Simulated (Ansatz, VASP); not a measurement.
**One calculation of TePb, two programs**

File POSCAR:

```
TePb
1.0
    0.0000000000      3.2310000000      3.2310000000
    3.2310000000      0.0000000000      3.2310000000
    3.2310000000      3.2310000000      0.0000000000
Pb Te
1 1
Direct
    0.0000000000      0.0000000000      0.0000000000
    0.5000000000      0.5000000000      0.5000000000
```

Contents of INCAR.step1:

```
ALGO = Normal
EDIFF = 1E-5
ENCUT = 520
GGA = PE
ISIF = 2
ISMEAR = -1
LASPH = T
LCHARG = F
LREAL = F
LWAVE = T
NBANDS = 17
NELM = 100
PREC = Accurate
SIGMA = 0.05
```

File INCAR.step2:

```
AEXX = 0.25
ALGO = Normal
EDIFF = 1E-7
ENCUT = 520
GGA = PS
ISIF = 2
ISMEAR = -1
ISTART = 1
LASPH = T
LCHARG = F
LHFCALC = T
LREAL = F
LWAVE = F
NBANDS = 17
NELM = 100
PREC = Accurate
PRECFOCK = Normal
SIGMA = 0.05
```

KPOINTS

```
k-points
0
Gamma
  4 4 4
```

Contents of input.yaml:

```yaml
crystal:
  lattice:
    - [0.0, 3.231, 3.231]
    - [3.231, 0.0, 3.231]
    - [3.231, 3.231, 0.0]
  atoms:
    - { symbol: Pb, position: [0.0, 0.0, 0.0] }
    - { symbol: Te, position: [0.5, 0.5, 0.5] }
hamiltonian:
  xc: { exchange: pbesol, correlation: pbesol, exx: { coeff: 0.25 } }
  pseudopotentials: { kind: paw }
kpoints:
  mp_grid: { grid: [4, 4, 4] }
  band_path:
    path:
      - [[0.0, 0.0, 0.0], [0.5, 0.0, 0.5], [0.5, 0.25, 0.75], [0.375, 0.375, 0.75], [0.0, 0.0, 0.0], [0.5, 0.5, 0.5], [0.625, 0.25, 0.625], [0.5, 0.25, 0.75], [0.5, 0.5, 0.5], [0.375, 0.375, 0.75]]
      - [[0.625, 0.25, 0.625], [0.5, 0.0, 0.5]]
    npoints: 4
scf:
  occupations: { method: fermi_dirac, width: 0.05 }
  n_extra_bands: 6
output:
  forces: true
  stress: true
  eigenvalues: true
  fatbands: false
  write_density: true
  write_potential: true
  elf: true
  volumetric_format: npy
```

Alike in both runs: functional PBEsol-based global hybrid; k mesh 4 × 4 × 4; occupations fermi-dirac, width 0.05 eV; no spin polarisation.

|  | VASP | Ansatz |
| --- | --- | --- |
| version | VASP 6.6.1 | Ansatz 0.2.0 |
| potentials or method | VASP PAW PBE potentials, release 64 (Pb_d, Te) | Ansatz PAW |
| plane-wave cutoff (eV) | 520 | 420 |
| valence electrons in the cell | 20 | 30 |
| task | single point | band structure |

|  | VASP | Ansatz | Ansatz less VASP |
| --- | --- | --- | --- |
| gap on the k mesh at the Fermi level (eV) | 1.67 | 1.65 | -0.019 |
| least direct gap on the mesh (eV) | 1.67 | 1.65 | -0.019 |
| pressure (GPa) | -0.9 | -0.5 | +0.30 |

VASP's potentials were made for PBE, not for PBEsol-based global hybrid. With one functional, cell and mesh, what is left measures potentials, basis and numerics. VASP's potentials hold 20 valence electrons a cell and Ansatz's 30, so a difference there can come from the potentials and not from the codes.

The k mesh is coarse, so the values compare programs but aren't converged. Neither program's run includes spin-orbit coupling.
